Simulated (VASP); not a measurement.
Cu3O2: relaxation of cell and atoms with PBEsol

Crystal: Cu3O2.

```
Cu O
1.0
    -2.02298    2.02298    3.67362
     2.02298   -2.02298    3.67362
     2.02298    2.02298   -3.67362
Cu O
3 2
Direct
  0.00000 0.00000 0.00000
  0.75000 0.25000 0.50000
  0.25000 0.75000 0.50000
  0.50000 0.00000 0.50000
  0.00000 0.50000 0.50000
```

| Property | Result |
| --- | --- |
| Program | VASP 6.6.1 |
| Task | relaxation of cell and atoms |
| Functional | PBEsol |
| Potentials or basis | VASP PAW PBE potentials, release 64 (Cu, O) |
| Cutoff | 600 eV |
| k mesh | 9 × 9 × 9 |
| Occupations | fermi-dirac, width 0.05 eV |
| Spin | no spin polarisation |
| Target pressure | 10 GPa |
| Dipole correction | no |
| Further INCAR settings | ALGO = Normal; EDIFF = 1e-06; IBRION = 2; EDIFFG = -0.01; NSW = 60; ISIF = 3 |

| Property | Result |
| --- | --- |
| Relaxed volume | 10.70 Å³/atom |
| Relaxed cell | a = 4.526 Å, b = 4.526 Å, c = 4.526 Å, α = 129.70°, β = 129.70°, γ = 73.88° |
| Space group after relaxing (to 0.1 Å) | I4/mmm (No. 139) |
| Energy change on relaxing (the run minimises the enthalpy) | +13.4 meV/atom |
| Ionic steps | 8 |
| Pressure after relaxing | 10.0 GPa |
| Band gap on the k mesh | zero (an odd number of electrons rules out a gap without spin polarisation) |

Stress tensor (GPa, compression positive):
```
 9.92  0.00  0.00
 0.00  9.92  0.00
 0.00  0.00 10.07
```

Step by step:
```
step  energy change (eV)  largest force (eV/Å)  pressure (GPa)  volume (Å³)
   1              0.0000                0.0000           -5.46        60.14
   2              0.5763                0.0000           29.18        50.59
   3              0.0439                0.0000            9.13        54.96
   4              0.0665                0.0000            9.98        53.54
   5              0.0761                0.0000           10.68        53.38
   6              0.0730                0.0000           10.47        53.43
   7              0.0577                0.0000            9.37        53.68
   8              0.0672                0.0000            9.97        53.52
```

Final structure:
```
Cu O
1.0
    -1.92325    1.92325    3.61721
     1.92325   -1.92325    3.61721
     1.92325    1.92325   -3.61721
Cu O
3 2
Direct
  0.00000 0.00000 0.00000
  0.75000 0.25000 0.50000
  0.25000 0.75000 0.50000
  0.50000 0.00000 0.50000
  0.00000 0.50000 0.50000
```

Levels at points of the mesh, in eV from the Fermi level:
| k point | band 21 | band 22 | band 23 | band 24 | band 25 | band 26 |
| --- | --- | --- | --- | --- | --- | --- |
| (0.00, 0.00, 0.00) | -1.07 | -1.07 | 0.46 | 0.52 | 5.19 | 5.19 |

Wall time 33 min on 1 thread of Intel Xeon 8259CL, with other jobs on the host, peak memory 0.33 GiB.

Caveat: the cell is relaxed towards a set pressure, so the run minimises the enthalpy, not the energy; the PAW data sets were made with another functional, which shifts forces and pressure a little. With open d or f shells a metallic result of PBEsol can be an artefact of self-interaction; +U or a hybrid may open a gap.
